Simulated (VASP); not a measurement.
Wanted: the native input for a VASP 6.6.1 run.

* Task: relaxation of the atoms
* Functional: revPBE
* Potentials or basis: VASP PAW PBE potentials, release 64 (Y_sv)
* Cutoff: 520 eV
* k mesh: 9 × 7 × 1
* Occupations: fermi-dirac, width 0.05 eV
* Spin: no spin polarisation
* Dipole correction: yes
* Further INCAR settings: ALGO = Normal; EDIFF = 1e-07; IBRION = 2; EDIFFG = -0.01; NSW = 32

The structure of Y lies in POSCAR:

```
Y
1.0
    3.5795110393      0.0000000000      0.0000000000
    0.0000000000      5.0621930585      0.0000000000
    0.0000000000      0.0000000000     17.7898000000
Y
2
Direct
    0.2500000000      0.2500000000      0.4546472079
    0.7500000000      0.7500000000      0.5453527921
```

These files were run (other wordings do the same):

INCAR

```
ALGO = Normal ; DIPOL = 0.5 0.5 0.500
EDIFF = 1E-7 ; EDIFFG = -0.01
ENCUT = 520 ; GGA = RE
IBRION = 2 ; IDIPOL = 3
ISIF = 2 ; ISMEAR = -1
LASPH = True ; LCHARG = False
LDIPOL = True ; LREAL = False
LWAVE = False ; NELM = 100
NSW = 32 ; PREC = Accurate
SIGMA = 0.05
```

KPOINTS

```
k-points
0
Gamma
  9 7 1
```

Potentials or basis: VASP PAW PBE potentials, release 64 (Y_sv).

Launch:

```bash
$ cat potpaw_PBE.64/Y_sv/POTCAR > POTCAR
$ mpirun -np 1 vasp_std > vasp.out
```

It gave:

The energy gained by relaxing is 1.0 meV/atom, the ionic steps are 5 and the band gap on the k mesh is zero (bands 11 and 12 overlap by 0.39 eV).

It took 7 min on 1 thread of Intel(R) Xeon(R) Platinum 8488C (Sapphire Rapids), with other jobs on the host, peak memory 0.47 GiB.
